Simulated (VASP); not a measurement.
# MgO (l.b) (Fm-3m) in VASP: a series of runs, part 2 of 2

VASP 6.6.1.

## Step 3: Relaxation of cell and atoms, LDA

This run uses another cell than the first one, of 9.39 Å³/atom, 1.043 times its volume.

INCAR

```
PREC = Accurate
ENCUT = 600
EDIFF = 1E-7
ISMEAR = 0
SIGMA = 0.02
LREAL = False
LASPH = True
NELM = 120
ALGO = Normal
ISIF = 3
LWAVE = False
LCHARG = False
GGA = CA
IBRION = 2
NSW = 100
EDIFFG = -0.002
GGA_COMPAT = False
NELMIN = 4
```

KPOINTS

```
regular mesh
0
Gamma
  10 10 10
```

POSCAR

```
MgO
1.0
    0.0000000000      2.1100000000      2.1100000000
    2.1100000000      0.0000000000      2.1100000000
    2.1100000000      2.1100000000      0.0000000000
Mg O
1 1
Direct
    0.0000000000      0.0000000000      0.0000000000
    0.5000000000      0.5000000000      0.5000000000
```

Potentials or basis: VASP PAW LDA potentials, release 64 (Mg, O).

The run is started by

```bash
cat potpaw_LDA.64/Mg/POTCAR potpaw_LDA.64/O/POTCAR > POTCAR
mpirun -np 1 vasp_std > vasp.out
```

OUTCAR:

```text
PREC = Accurate
   ENCUT = 600
   EDIFF = 1E-7
   ISMEAR = 0
   LREAL = False
   LASPH = True
   NELM = 120
   ISIF = 3
   GGA = CA
   IBRION = 2
   NSW = 100
   EDIFFG = -0.002
   NELMIN = 4

 ion  position               nearest neighbor table
   1  0.000  0.000  0.000-   2 2.11   2 2.11   2 2.11   2 2.11   2 2.11   2 2.11
   2  0.500  0.500  0.500-   1 2.11   1 2.11   1 2.11   1 2.11   1 2.11   1 2.11

  LATTYP: Found a face centered cubic cell.
 ALAT       =     4.2200000000

  Lattice vectors:

 A1 = (   0.0000000000,   2.1100000000,   2.1100000000)
 A2 = (   2.1100000000,   0.0000000000,   2.1100000000)
 A3 = (   2.1100000000,   2.1100000000,   0.0000000000)

Analysis of symmetry for initial positions (statically):
[... 33 lines left out ...]
                                     Primitive cell

  volume of cell :      18.7879

  direct lattice vectors                    reciprocal lattice vectors
     0.000000000  2.110000000  2.110000000    -0.236966825  0.236966825  0.236966825
     2.110000000  0.000000000  2.110000000     0.236966825 -0.236966825  0.236966825
     2.110000000  2.110000000  0.000000000     0.236966825  0.236966825 -0.236966825

  length of vectors
     2.983990617  2.983990617  2.983990617     0.410438580  0.410438580  0.410438580

  position of ions in fractional coordinates (direct lattice)
     0.000000000  0.000000000  0.000000000
     0.500000000  0.500000000  0.500000000

  ion indices of the primitive-cell ions
   primitive index   ion index
                 1           1
                 2           2

----------------------------------------------------------------------------------------

 KPOINTS: regular mesh

Automatic generation of k-mesh.
 Grid dimensions read from file:
 generate k-points for:   10   10   10

[... 86 lines left out ...]
  Thomas-Fermi vector in A             =   2.366429
   LORBIT       =      0    0 simple, 1 ext, 2 COOP (PROOUT), +10 PAW based schemes
   GGA     = CA    functional components
   LHFCALC =     F    Hartree Fock is set to
   AEXX    =    0.0000 exact exchange contribution
   IVDW    =     0    specifies the selected vdW correction
   LEPSILON=     F    determine dielectric tensor
   LRPA    =     F    only Hartree local field effects (RPA)
 conjugate gradient relaxation of ions
 non-spin polarized calculation
 Gauss-broadening in eV      SIGMA  =   0.02
  energy-cutoff  :      600.00
  volume of cell :       18.79
 maximum number of plane-waves:       636
   NGX = 11   NGY = 11   NGZ = 11

--------------------------------------- Ionic step        1  -------------------------------------------

 number of electron       8.0000005 magnetization

 Free energy of the ion-electron system (eV)
  ---------------------------------------------------
  ext. energy  EPLUGINS =         0.00000000
  ---------------------------------------------------
  free energy    TOTEN  =       -13.42273930 eV

  energy without entropy =      -13.42273930  energy(sigma->0) =      -13.42273930

------------------------ aborting loop because EDIFF is reached ----------------------------------------

  FORCE on cell =-STRESS in cart. coord.  units (eV):
  Direction    XX          YY          ZZ          XY          YZ          ZX
  --------------------------------------------------------------------------------------
  -------------------------------------------------------------------------------------
  Total       -1.0304146     -1.0304146     -1.0304146     -0.0000000      0.0000000      0.0000000
  in kB      -87.8709277    -87.8709277    -87.8709277     -0.0000000      0.0000000      0.0000000
  external PRESSURE =     -87.8709277 kB  Pullay stress =       0.0000000 kB
[... 59 lines left out ...]
--------------------------------------- Ionic step        3  -------------------------------------------

 number of electron       7.9999999 magnetization

 Free energy of the ion-electron system (eV)
  ---------------------------------------------------
  ext. energy  EPLUGINS =         0.00000000
  ---------------------------------------------------
  free energy    TOTEN  =       -13.45162732 eV

  energy without entropy =      -13.45162732  energy(sigma->0) =      -13.45162732

 E-fermi :   3.3993     XC(G=0): -11.8319

 val. band max:        3.2625820414   @ k =   0.0000   0.0000   0.0000
 cond. band min:       8.4173812006   @ k =   0.0000   0.0000   0.0000
 fundamental gap:      5.1547991591
 Fermi energy:         3.3992946614

 k-point     1 :       0.0000    0.0000    0.0000
  band No.  band energies     occupation
      1     -14.0047      2.00000
      2       3.2626      2.00000
      3       3.2626      2.00000
      4       3.2626      2.00000
      5       8.4174      0.00000
      6      19.0585      0.00000
      7      19.0585      0.00000
      8      19.0585      0.00000
[... 243 lines left out ...]
 k-point    24 :       0.4000    0.3000    0.0000
  band No.  band energies     occupation
      1     -12.5859      2.00000
      2      -0.5313      2.00000
      3       1.8588      2.00000
      4       2.0965      2.00000
      5      13.0438      0.00000
      6      13.4755      0.00000
      7      17.1149      0.00000
      8      21.7730      0.00000

 [... further k-points ...]
[... 5 lines left out ...]
  --------------------------------------------------------------------------------------
  -------------------------------------------------------------------------------------
  Total        0.0015226      0.0015226      0.0015226     -0.0000000      0.0000000      0.0000000
  in kB        0.1371849      0.1371849      0.1371849     -0.0000000      0.0000000      0.0000000
  external PRESSURE =       0.1371849 kB  Pullay stress =       0.0000000 kB
[... 17 lines left out ...]
  FREE ENERGIE OF THE ION-ELECTRON SYSTEM (eV)
  ---------------------------------------------------
  free  energy   TOTEN  =       -13.4516273178 eV

  energy  without entropy=      -13.4516273178  energy(sigma->0) =      -13.45162732

 reached required accuracy - stopping structural energy minimisation
```

CONTCAR:

```text
MgO
   1.00000000000000
    -0.0000000000000000    2.0716629685740164    2.0716629685740164
     2.0716629685740164    0.0000000000000000    2.0716629685740164
     2.0716629685740164    2.0716629685740164    0.0000000000000000
  Mg              O
     1     1
Direct
     0.0000000000000000    0.0000000000000000    0.0000000000000000
     0.5000000000000000    0.5000000000000000    0.5000000000000000

  0.00000000E+00  0.00000000E+00  0.00000000E+00
  0.00000000E+00  0.00000000E+00  0.00000000E+00
```

It took 5.6 s on 1 thread of Intel Xeon 6975P-C (Granite Rapids), shared host; peak memory 0.14 GiB.

What came out:

```
Free energy                            : -13.4516 eV
Relaxed volume                         : 8.89 Å³/atom
Relaxed cell                           : a = 2.930 Å, b = 2.930 Å, c = 2.930 Å, α = 60.00°, β = 60.00°, γ = 60.00°
Space group after relaxing (to 0.05 Å) : Fm-3m (No. 225)
Energy gained by relaxing              : 14.4 meV/atom
Ionic steps                            : 3
Pressure after relaxing                : 0.0 GPa
Band gap on the k mesh                 : 5.15 eV, direct
```

Step by step:
```csv
step,energy change (eV),largest force (eV/Å),pressure (GPa),volume (Å³)
1,0.0000,0.0000,-8.79,18.79
2,-0.0246,0.0000,3.84,17.42
3,-0.0289,0.0000,0.01,17.78
```

Final structure:
```xyz
2
Lattice="0.0000 2.0717 2.0717 2.0717 0.0000 2.0717 2.0717 2.0717 0.0000" Properties=species:S:1:pos:R:3 pbc="T T T"
Mg    0.0000    0.0000    0.0000
O     2.0717    2.0717    2.0717
```

Levels at points of the mesh, in eV from the valence-band top:
| k point | band 2 | band 3 | band 4 | band 5 | band 6 | band 7 |
| --- | --- | --- | --- | --- | --- | --- |
| (0.00, 0.00, 0.00) | 0.00 | 0.00 | 0.00 | 5.15 | 15.80 | 15.80 |
| (0.50, 0.00, 0.00) | -4.92 | -0.72 | -0.72 | 8.05 | 12.96 | 16.51 |
| (0.50, 0.50, 0.00) | -4.36 | -1.44 | -1.44 | 8.94 | 10.25 | 13.42 |

A hybrid or GW would open this gap; LDA tends to underestimate it.
